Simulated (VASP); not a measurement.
# V (P6/mmm) in VASP: further runs

V is run at these levels: PBEsol; tasks: single point, relaxation of cell and atoms.

Everything below comes from runs of VASP 6.6.1. Logs are shortened: lines on timing, memory, paths and dates and some standing lists are left out, and cuts for length are marked.

## (1) The cell of the first run

The structure is hexagonal, space group P6/mmm (No. 191). Conventional cell: a = 2.557 Å, b = 2.557 Å, c = 2.390 Å, α = 90.00°, β = 90.00°, γ = 120.00°. V (site symmetry 6/mmm) has 8 V at 2.39 to 2.56 Å within 3.2 Å.

This isn't the form of V at room conditions, which is bcc.

## (2) Single point, PBEsol

INCAR

```
PREC     = Accurate       # precision mode
ENCUT    = 500            # plane-wave cutoff, eV
EDIFF    = 1E-6           # SCF threshold, eV
ISMEAR   = 0              # smearing method
SIGMA    = 0.1            # smearing width, eV
LREAL    = False          # projectors in reciprocal space
LASPH    = True           # aspherical terms in the spheres
NELM     = 120            # most SCF steps
ALGO     = Normal         # electronic algorithm
ISIF     = 2              # what is computed and relaxed
LWAVE    = False          # write WAVECAR
LCHARG   = False          # write CHGCAR
GGA      = PS             # functional
NBANDS   = 12             # bands
GGA_COMPAT= False
```

KPOINTS

```
Automatic mesh
0
Gamma
  9 9 8
```

POSCAR

```
V
1.0
    2.5573247617      0.0000000000      0.0000000000
   -1.2786623808      2.2147082093      0.0000000000
    0.0000000000      0.0000000000      2.3904022202
V
1
Direct
    0.0000000000      0.0000000000      0.0000000000
```

Potentials or basis: VASP PAW PBE potentials, release 64 (V_sv).

Launch:

```console
> cat potpaw_PBE.64/V_sv/POTCAR > POTCAR
> mpirun -np 1 vasp_std > vasp.out
```

OUTCAR:

```text
PREC = Accurate
   ENCUT = 500
   EDIFF = 1E-6
   ISMEAR = 0
   LREAL = False
   LASPH = True
   NELM = 120
   ISIF = 2
   GGA = PS

 ion  position               nearest neighbor table
   1  0.000  0.000  0.000-

  LATTYP: Found a hexagonal cell.
 ALAT       =     2.5573247617
 C/A-ratio  =     0.9347276717

  Lattice vectors:

 A1 = (   2.5573247617,   0.0000000000,   0.0000000000)
 A2 = (  -1.2786623808,   2.2147082093,   0.0000000000)
 A3 = (   0.0000000000,   0.0000000000,   2.3904022202)

Analysis of symmetry for initial positions (statically):
=====================================================================
 Subroutine PRICEL returns:
 Original cell was already a primitive cell.

 Routine SETGRP: Setting up the symmetry group for a
 hexagonal supercell.

 Subroutine GETGRP returns: Found 24 space group operations
 (whereof 24 operations were pure point group operations)
 out of a pool of 24 trial point group operations.

The static configuration has the point symmetry D_6h.

Analysis of symmetry for dynamics (positions and initial velocities):
=====================================================================
 Subroutine PRICEL returns:
 Original cell was already a primitive cell.

 Routine SETGRP: Setting up the symmetry group for a
 hexagonal supercell.

 Subroutine GETGRP returns: Found 24 space group operations
 (whereof 24 operations were pure point group operations)
 out of a pool of 24 trial point group operations.

The dynamic configuration has the point symmetry D_6h.

 Subroutine INISYM returns: Found 24 space group operations
 (whereof 24 operations are pure point group operations),
 and found     1 'primitive' translations

----------------------------------------------------------------------------------------

                                     Primitive cell

  volume of cell :      13.5386

  direct lattice vectors                    reciprocal lattice vectors
     2.557324762  0.000000000  0.000000000     0.391033636  0.225763375  0.000000000
    -1.278662381  2.214708209  0.000000000     0.000000000  0.451526750  0.000000000
     0.000000000  0.000000000  2.390402220     0.000000000  0.000000000  0.418339638

  length of vectors
     2.557324762  2.557324762  2.390402220     0.451526750  0.451526750  0.418339638

  position of ions in fractional coordinates (direct lattice)
     0.000000000  0.000000000  0.000000000

  ion indices of the primitive-cell ions
   primitive index   ion index
                 1           1

----------------------------------------------------------------------------------------

 KPOINTS: Automatic mesh

Automatic generation of k-mesh.
 Grid dimensions read from file:
 generate k-points for:    9    9    8

 Generating k-lattice:

  Cartesian coordinates                     Fractional coordinates (reciprocal lattice)
     0.043448182  0.025084819  0.000000000     0.111111111  0.000000000  0.000000000
     0.000000000  0.050169639  0.000000000     0.000000000  0.111111111  0.000000000
     0.000000000  0.000000000  0.052292455     0.000000000  0.000000000  0.125000000

  Length of vectors
     0.050169639  0.050169639  0.052292455

  Shift w.r.t. Gamma in fractional coordinates (k-lattice)
     0.000000000  0.000000000  0.000000000

 Subroutine IBZKPT returns following result:
 ===========================================

 Found     60 irreducible k-points:

 Following reciprocal coordinates:
            Coordinates               Weight
  0.000000  0.000000  0.000000      1.000000
  0.111111 -0.000000  0.000000      6.000000
  0.222222 -0.000000  0.000000      6.000000
  0.333333 -0.000000  0.000000      6.000000
  0.444444 -0.000000  0.000000      6.000000
  0.111111  0.111111  0.000000      6.000000
[... 16 lines left out ...]
  0.333333  0.222222  0.125000     24.000000
  0.333333  0.333333  0.125000      4.000000
 [... further k-points ...]
   k-points           NKPTS =     60   k-points in BZ     NKDIM =     60   number of bands    NBANDS=     12
   number of dos      NEDOS =    301   number of ions     NIONS =      1
   total plane-waves  NPLWV =   7200
   dimension x,y,z NGX =    20 NGY =   20 NGZ =   18
   dimension x,y,z NGXF=    40 NGYF=   40 NGZF=   36
   ions per type =               1
   NGX,Y,Z   is equivalent  to a cutoff of  13.00, 13.00, 12.52 a.u.
   NGXF,Y,Z  is equivalent  to a cutoff of  26.00, 26.00, 25.04 a.u.
 SYSTEM =  unknown system
   PREC   = accura    normal or accurate (medium, high low for compatibility)
   ISTART =      0    job   : 0-new  1-cont  2-samecut
   ICHARG =      2    charge: 1-file 2-atom 10-const
   ISPIN  =      1    spin polarized calculation?
   LNONCOLLINEAR =      F non collinear calculations
   LSORBIT =      F    spin-orbit coupling
   LASPH  =      T    aspherical Exc in radial PAW
   ENCUT  =  500.0 eV  36.75 Ry    6.06 a.u.   4.66  4.66  4.36*2*pi/ulx,y,z
   NELM   =    120;   NELMIN=  2; NELMDL= -5     # of ELM steps
   EDIFF  = 0.1E-05   stopping-criterion for ELM
   LREAL  =      F    real-space projection
   EDIFFG = 0.1E-04   stopping-criterion for IOM
   NSW    =      0    number of steps for IOM
   IBRION =     -1    ionic relax: 0-MD 1-quasi-New 2-CG
   NFREE  =      0    steps in history (QN), initial steepest desc. (CG)
   ISIF   =      2    stress and relaxation
   ISYM   =      2    0-nonsym 1-usesym 2-fastsym
   POTIM  = 0.5000    time-step for ionic-motion
   TEBEG  =    0.0;   TEEND  =   0.0 temperature during run
   PSTRESS=    0.0 pullay stress
   NELECT =      13.0000    total number of electrons
   NUPDOWN=      -1.0000    fix difference up-down
   EMIN   =  10.00;   EMAX   =-10.00  energy-range for DOS
   EFERMI =   0.00;   METHOD = LEGACY
   ISMEAR =     0;   SIGMA  =   0.10  broadening in eV -4-tet -1-fermi 0-gaus
   EFERMI_NEDOS =   21; number of points for ismear=-14 and -15
   IALGO  =     38    algorithm
   IMIX   =      4    mixing-type and parameters
     AMIX     =   0.40;   BMIX     =  1.00
     AMIX_MAG =   1.60;   BMIX_MAG =  1.00
  volume/ion in A,a.u.               =      13.54        91.36
  Fermi-wavevector in a.u.,A,eV,Ry     =   1.615095  3.052088 35.491244  2.608533
  Thomas-Fermi vector in A             =   2.709898
   LORBIT       =      0    0 simple, 1 ext, 2 COOP (PROOUT), +10 PAW based schemes
   GGA     = PS    functional components
   LHFCALC =     F    Hartree Fock is set to
   AEXX    =    0.0000 exact exchange contribution
   IVDW    =     0    specifies the selected vdW correction
   LEPSILON=     F    determine dielectric tensor
   LRPA    =     F    only Hartree local field effects (RPA)
 non-spin polarized calculation
 Gauss-broadening in eV      SIGMA  =   0.10
  energy-cutoff  :      500.00
  volume of cell :       13.54
 maximum number of plane-waves:       357
 NGX is ok and might be reduce to    20
   NGX =  9   NGY =  9   NGZ =  9

 number of electron      13.0000001 magnetization

 Free energy of the ion-electron system (eV)
  ---------------------------------------------------
  ext. energy  EPLUGINS =         0.00000000
  ---------------------------------------------------
  free energy    TOTEN  =        -9.15266070 eV

  energy without entropy =       -9.14780776  energy(sigma->0) =       -9.15023423

 E-fermi :   9.9023     XC(G=0): -12.9703

 val. band max:        9.8391087550   @ k =   0.2222   0.1111   0.2500
 cond. band min:       9.9033818119   @ k =   0.1111   0.1111   0.3750
 fundamental gap:      0.0642730569
 Fermi energy:         9.9022751190

 k-point     1 :       0.0000    0.0000    0.0000
  band No.  band energies     occupation
      1     -53.9749      2.00000
      2     -27.2749      2.00000
      3     -27.2749      2.00000
      4     -27.2639      2.00000
      5       3.0312      2.00000
      6       7.3451      2.00000
      7      10.0761      0.01396
      8      10.0761      0.01396
      9      13.3677      0.00000
     10      13.3677      0.00000
     11      27.7529      0.00000
     12      28.6637      0.00000

 k-point     2 :       0.1111   -0.0000    0.0000
  band No.  band energies     occupation
      1     -53.9509      2.00000
      2     -27.4030      2.00000
      3     -27.3031      2.00000
      4     -27.2506      2.00000
      5       3.4850      2.00000
      6       7.5068      2.00000
      7       9.7342      1.98257
      8      10.4072      0.00000
      9      13.0951      0.00000
     10      13.3207      0.00000
     11      27.6137      0.00000
     12      29.3668      0.00000

 k-point     3 :       0.2222   -0.0000    0.0000
  band No.  band energies     occupation
      1     -53.8895      2.00000
      2     -27.7207      2.00000
      3     -27.3741      2.00000
      4     -27.2168      2.00000
      5       4.6804      2.00000
      6       7.8452      2.00000
      7       9.1440      2.00000
      8      11.3156      0.00000
      9      12.4674      0.00000
     10      13.2032      0.00000
     11      25.2623      0.00000
     12      29.6475      0.00000

 k-point     4 :       0.3333   -0.0000    0.0000
  band No.  band energies     occupation
      1     -53.8188      2.00000
      2     -28.0719      2.00000
      3     -27.4538      2.00000
      4     -27.1779      2.00000
      5       5.9719      2.00000
      6       7.8784      2.00000
      7       9.4292      2.00000
      8      11.8367      0.00000
      9      12.5170      0.00000
     10      13.0722      0.00000
     11      21.8159      0.00000
     12      27.3396      0.00000

 k-point     5 :       0.4444   -0.0000    0.0000
  band No.  band energies     occupation
      1     -53.7722      2.00000
      2     -28.2958      2.00000
      3     -27.5053      2.00000
      4     -27.1525      2.00000
      5       6.3477      2.00000
      6       8.1585      2.00000
      7      10.3568      0.00000
      8      11.4612      0.00000
      9      12.9882      0.00000
     10      13.4524      0.00000
     11      19.3023      0.00000
     12      25.8950      0.00000
[... 228 lines left out ...]
      1     -53.7308      2.00000
      2     -28.2579      2.00000
      3     -27.5735      2.00000
      4     -27.3262      2.00000
      5       6.9231      2.00000
      6       8.9272      2.00000
      7       9.0199      2.00000
      8      12.0951      0.00000
      9      12.3103      0.00000
     10      14.8197      0.00000
     11      18.8320      0.00000
     12      24.5278      0.00000

 k-point    22 :       0.2222    0.2222    0.1250
  band No.  band energies     occupation
      1     -53.7583      2.00000
      2     -28.0611      2.00000
      3     -27.6132      2.00000
      4     -27.3431      2.00000
      5       7.2712      2.00000
      6       8.2404      2.00000
      7       8.9895      2.00000
      8      11.3868      0.00000
      9      12.2215      0.00000
     10      14.2065      0.00000
     11      22.3434      0.00000
     12      22.8656      0.00000

 k-point    23 :       0.3333    0.2222    0.1250
  band No.  band energies     occupation
      1     -53.7229      2.00000
      2     -28.1380      2.00000
      3     -27.7500      2.00000
      4     -27.3212      2.00000
      5       7.7510      2.00000
      6       8.5725      2.00000
      7       9.1125      2.00000
      8      11.4500      0.00000
      9      11.9040      0.00000
     10      15.9759      0.00000
     11      19.4820      0.00000
     12      21.6319      0.00000

 k-point    24 :       0.3333    0.3333    0.1250
  band No.  band energies     occupation
      1     -53.7105      2.00000
      2     -27.9826      2.00000
      3     -27.9826      2.00000
      4     -27.3135      2.00000
      5       8.4256      2.00000
      6       8.4256      2.00000
      7       9.0942      2.00000
      8      11.4910      0.00000
      9      11.4910      0.00000
     10      18.2503      0.00000
     11      18.2503      0.00000
     12      19.6077      0.00000

 [... further k-points ...]

------------------------ aborting loop because EDIFF is reached ----------------------------------------

  FORCE on cell =-STRESS in cart. coord.  units (eV):
  Direction    XX          YY          ZZ          XY          YZ          ZX
  --------------------------------------------------------------------------------------
  -------------------------------------------------------------------------------------
  Total        0.0200157      0.0200157      0.0037579      0.0000000     -0.0000000     -0.0000000
  in kB        2.3686933      2.3686933      0.4447181      0.0000000     -0.0000000     -0.0000000
  external PRESSURE =       1.7273682 kB  Pullay stress =       0.0000000 kB

 VOLUME and BASIS-vectors are now :
 -----------------------------------------------------------------------------
  energy-cutoff  :      500.00
  volume of cell :       13.54
      direct lattice vectors                 reciprocal lattice vectors
     2.557324762  0.000000000  0.000000000     0.391033636  0.225763375  0.000000000
    -1.278662381  2.214708209  0.000000000     0.000000000  0.451526750  0.000000000
     0.000000000  0.000000000  2.390402220     0.000000000  0.000000000  0.418339638

 POSITION                                       TOTAL-FORCE (eV/Angst)
 -----------------------------------------------------------------------------------
      0.00000      0.00000      0.00000         0.000000      0.000000      0.000000
 -----------------------------------------------------------------------------------
    total drift:                               -0.000000      0.000000      0.000000

  FREE ENERGIE OF THE ION-ELECTRON SYSTEM (eV)
  ---------------------------------------------------
  free  energy   TOTEN  =        -9.1526606957 eV

  energy  without entropy=       -9.1478077650  energy(sigma->0) =       -9.15023423
```

Run time: 3.6 s. Hardware: 1 thread of Intel Xeon 6975P-C (Granite Rapids), shared host; peak memory 0.12 GiB.

Results:

```yaml
Free_energy: -9.1527 eV
Pressure: 0.2 GPa
Band_gap_on_the_k_mesh: zero (an odd number of electrons rules out a gap without spin polarisation)
```

Caveat: the PAW data sets were made with another functional, which shifts forces and pressure a little.

## (3) Relaxation of cell and atoms, PBEsol

This run uses another cell than the first one, of 14.10 Å³/atom.

INCAR

```
SYSTEM = V
  ALGO = Normal
  EDIFF = 1E-7
  EDIFFG = -0.04
  ENCUT = 500
  GGA = PS
  GGA_COMPAT = .False.
  IBRION = 2
  ISIF = 3
  ISMEAR = 0
  LASPH = .True.
  LCHARG = .False.
  LREAL = .False.
  LWAVE = .False.
  NELM = 120
  NELMIN = 4
  NSW = 90
  PREC = Accurate
  SIGMA = 0.1
```

KPOINTS

```
k-points
0
Gamma
  9 9 8
  0 0 0
```

POSCAR

```
V
1.0
    2.5924543552      0.0000000000      0.0000000000
   -1.2962271776      2.2451313298      0.0000000000
    0.0000000000      0.0000000000      2.4223245382
V
1
Direct
    0.0000000000      0.0000000000      0.0000000000
```

Potentials or basis: VASP PAW PBE potentials, release 64 (V_sv).

Launch:

```console
> cat potpaw_PBE.64/V_sv/POTCAR > POTCAR
> mpirun -np 1 vasp_std > vasp.out
```

Run time: 7.6 s. Hardware: 1 thread of Intel Xeon 6975P-C (Granite Rapids), shared host; peak memory 0.12 GiB.

Results (log left out):

- Free energy: -9.1531 eV
- Relaxed volume: 13.56 Å³/atom
- Relaxed cell: a = 2.559 Å, b = 2.559 Å, c = 2.392 Å, α = 90.00°, β = 90.00°, γ = 120.00°
- Space group after relaxing (to 0.1 Å): P6/mmm (No. 191)
- Energy gained by relaxing: 11.1 meV/atom
- Ionic steps: 3
- Pressure after relaxing: -0.1 GPa
- Band gap on the k mesh: zero (an odd number of electrons rules out a gap without spin polarisation)

Stress tensor (GPa, compression positive):
```
 0.04  0.00  0.00
 0.00  0.04  0.00
 0.00  0.00 -0.23
```

The path:
| step | energy change (eV) | largest force (eV/Å) | pressure (GPa) | volume (Å³) |
| --- | --- | --- | --- | --- |
| 1 | 0.0000 | 0.0000 | -6.36 | 14.10 |
| 2 | 0.0031 | 0.0000 | 8.26 | 12.99 |
| 3 | -0.0111 | 0.0000 | -0.05 | 13.56 |

Final structure:
```yaml
crystal:
  lattice:
    - [2.55865, 0.00000, 0.00000]
    - [-1.27933, 2.21586, 0.00000]
    - [0.00000, 0.00000, 2.39225]
  atoms:
    - { symbol: V, position: [0.00000, 0.00000, 0.00000] }
```

Levels at points of the mesh, in eV from the Fermi level:
| k point | band 3 | band 4 | band 5 | band 6 | band 7 | band 8 | band 9 | band 10 |
| --- | --- | --- | --- | --- | --- | --- | --- | --- |
| (0.00, 0.00, 0.00) | -37.18 | -37.17 | -6.87 | -2.55 | 0.17 | 0.17 | 3.46 | 3.46 |
| (0.00, 0.00, 0.50) | -37.07 | -37.07 | -2.68 | -0.40 | 0.78 | 0.78 | 1.39 | 1.39 |

Caveat: the PAW data sets were made with another functional, which shifts forces and pressure a little.

The gap in the log of VASP goes by the Fermi energy; the results here count the filled bands.